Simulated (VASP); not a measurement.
# SnO2 (I4/mmm) in VASP: single point with r2SCAN

Aim: the single point of SnO2 with r2SCAN.

Program: VASP 6.6.1. These are calculated values, not measurements. Logs are shortened: lines on timing, memory, paths and dates and some standing lists are left out, and cuts for length are marked.

**1. The cell of the first run**

Symmetry: I4/mmm, No. 139, tetragonal system. The conventional cell has a = 3.690 Å, b = 3.690 Å, c = 5.037 Å, α = 90.00°, β = 90.00°, γ = 90.00°. Within 3.0 Å of Sn (site symmetry 4/mmm) lie 8 O at 2.23 Å. O (site symmetry -4m2) has 4 Sn at 2.23 Å and 6 O at 2.52 to 2.61 Å within 3.0 Å.

**2. Single point, r2SCAN (epitaxial xy strain +3.0%)**

POSCAR reads:

```
SnO2
1.0
    0.0000000000      2.6094709804      2.5186335228
    2.6094709804      0.0000000000      2.5186335228
    2.6094709804      2.6094709804      0.0000000000
Sn O
1 2
Direct
    0.0000000000      0.0000000000      0.0000000000
    0.2500000000      0.2500000000      0.2500000000
    0.7500000000      0.7500000000      0.7500000000
```

INCAR.step1 reads:

```
  PREC = Accurate
  ENCUT = 520
  ISMEAR = -1
  SIGMA = 0.02
  LREAL = F
  LASPH = T
  NELM = 80
  NBANDS = 20
  GGA = PE
  ALGO = Normal
  EDIFF = 1E-4
  LWAVE = T
  LCHARG = F
```

INCAR.step2 reads:

```
  PREC = Accurate
  ENCUT = 520
  EDIFF = 1E-6
  ISMEAR = -1
  SIGMA = 0.02
  LREAL = F
  LASPH = T
  NELM = 80
  ALGO = Normal
  ISIF = 2
  LWAVE = F
  LCHARG = F
  METAGGA = R2SCAN
  LMIXTAU = T
  NBANDS = 20
  ISTART = 1
```

KPOINTS reads:

```
Automatic mesh
0
Gamma
  8 8 8
```

Potentials or basis: VASP PAW PBE potentials, release 64 (Sn_d, O).

Command:

```sh
$ cat potpaw_PBE.64/Sn_d/POTCAR potpaw_PBE.64/O/POTCAR > POTCAR
$ cp INCAR.step1 INCAR
$ mpirun -np 1 vasp_std > vasp.out
$ cp INCAR.step2 INCAR
$ mpirun -np 1 vasp_std > vasp.out
```

OUTCAR:

```text
PREC = Accurate
   ENCUT = 520
   EDIFF = 1E-6
   ISMEAR = -1
   LREAL = F
   LASPH = T
   NELM = 80
   ISIF = 2
   METAGGA = R2SCAN
   ISTART = 1

 ion  position               nearest neighbor table
   1  0.000  0.000  0.000-   3 2.23   3 2.23   3 2.23   2 2.23   3 2.23   2 2.23   2 2.23   2 2.23

   2  0.250  0.250  0.250-   1 2.23   1 2.23   1 2.23   1 2.23
   3  0.750  0.750  0.750-   1 2.23   1 2.23   1 2.23   1 2.23

  LATTYP: Found a body centered tetragonal cell.
 ALAT       =     3.6903492511
 C/A-ratio  =     1.3649838275

  Lattice vectors:

 A1 = (   0.0000000000,  -2.6094709804,  -2.5186335228)
 A2 = (   0.0000000000,   2.6094709804,  -2.5186335228)
 A3 = (   2.6094709804,   0.0000000000,   2.5186335228)

Analysis of symmetry for initial positions (statically):
=====================================================================
 Subroutine PRICEL returns:
 Original cell was already a primitive cell.

 Routine SETGRP: Setting up the symmetry group for a
 body centered tetragonal supercell.

 Subroutine GETGRP returns: Found 16 space group operations
 (whereof 16 operations were pure point group operations)
 out of a pool of 16 trial point group operations.

The static configuration has the point symmetry D_4h.

Analysis of symmetry for dynamics (positions and initial velocities):
=====================================================================
 Subroutine PRICEL returns:
 Original cell was already a primitive cell.

 Routine SETGRP: Setting up the symmetry group for a
 body centered tetragonal supercell.

 Subroutine GETGRP returns: Found 16 space group operations
 (whereof 16 operations were pure point group operations)
 out of a pool of 16 trial point group operations.

The dynamic configuration has the point symmetry D_4h.

 Subroutine INISYM returns: Found 16 space group operations
 (whereof 16 operations are pure point group operations),
 and found     1 'primitive' translations

----------------------------------------------------------------------------------------

                                     Primitive cell

  volume of cell :      34.3005

  direct lattice vectors                    reciprocal lattice vectors
     0.000000000  2.609470980  2.518633523    -0.191609719  0.191609719  0.198520347
     2.609470980  0.000000000  2.518633523     0.191609719 -0.191609719  0.198520347
     2.609470980  2.609470980  0.000000000     0.191609719  0.191609719 -0.198520347
[... 78 lines left out ...]
   ISTART =      1    job   : 0-new  1-cont  2-samecut
   ICHARG =      0    charge: 1-file 2-atom 10-const
   ISPIN  =      1    spin polarized calculation?
   LNONCOLLINEAR =      F non collinear calculations
   LSORBIT =      F    spin-orbit coupling
   LASPH  =      T    aspherical Exc in radial PAW
   ENCUT  =  520.0 eV  38.22 Ry    6.18 a.u.   6.74  6.74  6.86*2*pi/ulx,y,z
   NELM   =     80;   NELMIN=  2; NELMDL=  0     # of ELM steps
   EDIFF  = 0.1E-05   stopping-criterion for ELM
   LREAL  =      F    real-space projection
   EDIFFG = 0.1E-04   stopping-criterion for IOM
   NSW    =      0    number of steps for IOM
   IBRION =     -1    ionic relax: 0-MD 1-quasi-New 2-CG
   NFREE  =      0    steps in history (QN), initial steepest desc. (CG)
   ISIF   =      2    stress and relaxation
   ISYM   =      2    0-nonsym 1-usesym 2-fastsym
   POTIM  = 0.5000    time-step for ionic-motion
   TEBEG  =    0.0;   TEEND  =   0.0 temperature during run
   PSTRESS=    0.0 pullay stress
   NELECT =      26.0000    total number of electrons
   NUPDOWN=      -1.0000    fix difference up-down
   EMIN   =  10.00;   EMAX   =-10.00  energy-range for DOS
   EFERMI =   0.00;   METHOD = LEGACY
   ISMEAR =    -1;   SIGMA  =   0.02  broadening in eV -4-tet -1-fermi 0-gaus
   EFERMI_NEDOS =   21; number of points for ismear=-14 and -15
   IALGO  =     38    algorithm
   IMIX   =      4    mixing-type and parameters
     AMIX     =   0.40;   BMIX     =  1.00
     AMIX_MAG =   1.60;   BMIX_MAG =  1.00
  volume/ion in A,a.u.               =      11.43        77.16
  Fermi-wavevector in a.u.,A,eV,Ry     =   1.492677  2.820751 30.314950  2.228086
  Thomas-Fermi vector in A             =   2.605175
   LORBIT       =      0    0 simple, 1 ext, 2 COOP (PROOUT), +10 PAW based schemes
   METAGGA = R2SCAN    functional components
   LHFCALC =     F    Hartree Fock is set to
   AEXX    =    0.0000 exact exchange contribution
   IVDW    =     0    specifies the selected vdW correction
   LEPSILON=     F    determine dielectric tensor
   LRPA    =     F    only Hartree local field effects (RPA)
 non-spin polarized calculation
  energy-cutoff  :      520.00
  volume of cell :       34.30
 maximum number of plane-waves:       938
   NGX = 13   NGY = 13   NGZ = 13

 number of electron      25.9999998 magnetization

 Free energy of the ion-electron system (eV)
  ---------------------------------------------------
  ext. energy  EPLUGINS =         0.00000000
  ---------------------------------------------------
  free energy    TOTEN  =       -41.39590939 eV

  energy without entropy =      -41.39578609  energy(sigma->0) =      -41.39584774

 E-fermi :   7.2023     XC(G=0): -12.4525

 val. band max:        7.1296499573   @ k =  -0.3750   0.5000   0.1250
 cond. band min:       7.2284620204   @ k =   0.0000   0.0000   0.0000
 fundamental gap:      0.0988120632
 Fermi energy:         7.2022745659

 k-point     1 :       0.0000    0.0000    0.0000
  band No.  band energies     occupation
      1     -14.2439      2.00000
      2     -14.2439      2.00000
      3     -14.2091      2.00000
      4     -14.0999      2.00000
      5     -14.0783      2.00000
      6     -13.2545      2.00000
[... 541 lines left out ...]
     19      23.5460      0.00000
     20      25.1303      0.00000

 [... further k-points ...]
[... 5 lines left out ...]
  --------------------------------------------------------------------------------------
  -------------------------------------------------------------------------------------
  Total       -3.1495458     -3.1495458      0.2676173      0.0000000      0.0000000     -0.0000000
  in kB     -147.1155528   -147.1155528     12.5004291      0.0000000      0.0000000     -0.0000000
  external PRESSURE =     -93.9102255 kB  Pullay stress =       0.0000000 kB

 VOLUME and BASIS-vectors are now :
 -----------------------------------------------------------------------------
  energy-cutoff  :      520.00
  volume of cell :       34.30
      direct lattice vectors                 reciprocal lattice vectors
     0.000000000  2.609470980  2.518633523    -0.191609719  0.191609719  0.198520347
     2.609470980  0.000000000  2.518633523     0.191609719 -0.191609719  0.198520347
     2.609470980  2.609470980  0.000000000     0.191609719  0.191609719 -0.198520347

 POSITION                                       TOTAL-FORCE (eV/Angst)
 -----------------------------------------------------------------------------------
      0.00000      0.00000      0.00000        -0.000000      0.000000      0.000000
      1.30474      1.30474      1.25932         0.000000      0.000000      0.000000
      3.91421      3.91421      3.77795        -0.000000     -0.000000     -0.000000
 -----------------------------------------------------------------------------------
    total drift:                                0.000000      0.000000      0.000000

  FREE ENERGIE OF THE ION-ELECTRON SYSTEM (eV)
  ---------------------------------------------------
  free  energy   TOTEN  =       -41.3959093919 eV

  energy  without entropy=      -41.3957860919  energy(sigma->0) =      -41.39584774
```

Run time: 2.9 min. Hardware: 1 thread of AMD EPYC 7R43 (Zen 3), shared host; peak memory 0.15 GiB.

Results:

* Free energy: -41.3959 eV
* Pressure: -9.4 GPa
* Band gap on the k mesh: 0.10 eV, indirect (least direct gap 1.20 eV)

Levels at points of the mesh, in eV from the valence-band top:
```
           k point  band 10  band 11  band 12  band 13  band 14  band 15  band 16  band 17
(0.00, 0.00, 0.00)    -2.98    -1.70    -1.70    -1.10     0.10     7.36     7.59     7.59
(0.50, 0.00, 0.00)    -3.53    -3.29    -2.30    -2.18     4.82     8.13    10.70    10.74
(0.50, 0.50, 0.00)    -5.58    -0.45    -0.45    -0.01     3.02     7.19    10.15    12.61
(0.50, 0.00, 0.50)    -5.37    -0.54    -0.38    -0.09     3.56     7.51     9.97    12.30
```

Caveat: the cell differs from its parent crystal (epitaxial xy strain +3.0%); the PAW data sets were made with another functional, which shifts forces and pressure a little; spin-orbit coupling is left out, which moves the levels of the heavy elements.
